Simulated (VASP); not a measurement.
The system is BN.

```
B N
1.0
     2.39703    0.00000    0.00000
    -1.19851    2.15498    0.00000
     0.00000    0.00000    6.25690
B N
2 2
Cartesian
  0.0000 1.4367 1.5642
  1.1985 0.7183 4.6927
  0.0000 1.4367 4.6927
  1.1985 0.7183 1.5642
```

This cell differs from its parent crystal: normal strain along x -0.0367, normal strain along z -0.0367.

```yaml
Program: VASP 6.6.1
Task: relaxation of the atoms
Functional: LDA
Potentials_or_basis: VASP PAW LDA potentials, release 64 (B, N)
Cutoff: 520 eV
k_mesh: 12 × 12 × 4
Occupations: gaussian, width 0.05 eV
Spin: no spin polarisation
```

At the start: pressure 17.6 GPa; volume 8.08 Å³/atom.

Q: Where does the relaxation end?

A: Over 3 steps the energy falls by 2.2 meV/atom at a fixed cell; space group Cmcm (No. 63, to 0.1 Å) before and after.

Step by step:
| step | energy change (eV) | largest force (eV/Å) | pressure (GPa) |
| --- | --- | --- | --- |
| 1 | 0.0000 | 0.6493 | 17.56 |
| 2 | 0.1121 | 2.5390 | 17.59 |
| 3 | -0.0087 | 0.0049 | 17.24 |

Final structure:
```
B N
1.0
     2.39703    0.00000    0.00000
    -1.19851    2.15498    0.00000
     0.00000    0.00000    6.25690
B N
2 2
Cartesian
  0.0000 1.4433 1.5642
  1.1985 0.7116 4.6927
  0.0000 1.4434 4.6927
  1.1985 0.7115 1.5642
```

Caveat: the cell differs from its parent crystal (normal strain along x -0.0367, normal strain along z -0.0367).
